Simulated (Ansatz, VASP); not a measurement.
## One calculation of CdGe3, two programs

```
CELL_PARAMETERS angstrom
-2.10047 2.10047 4.62547
2.10047 -2.10047 4.62547
2.10047 2.10047 -4.62547
ATOMIC_POSITIONS crystal
Cd 0.00000 0.00000 0.00000
Ge 0.50000 0.50000 0.00000
Ge 0.25000 0.75000 0.50000
Ge 0.75000 0.25000 0.50000
```

Alike in both runs: task single point; functional PBE; k mesh 9 × 9 × 9; occupations fermi-dirac, width 0.05 eV; no spin polarisation.

|  | VASP | Ansatz |
| --- | --- | --- |
| version | VASP 6.6.1 | Ansatz 0.2.0 |
| potentials or method | VASP PAW PBE potentials, release 64 (Cd, Ge_d) | Ansatz PAW |
| plane-wave cutoff (eV) | 520 | 420 |
| valence electrons in the cell | 54 | 62 |

|  | VASP | Ansatz | Ansatz less VASP |
| --- | --- | --- | --- |
| gap on the k mesh at the Fermi level (eV) | none | none | - |
| pressure (GPa) | 0.8 | 0.5 | -0.22 |
| traceless stress, the component that is largest in VASP (GPa) | 0.74 | 0.75 | +0.012 |

A gap of «none» marks a metal or a gap that the smearing closes. VASP's potentials hold 54 valence electrons a cell and Ansatz's 62, so a difference there can come from the potentials and not from the codes.
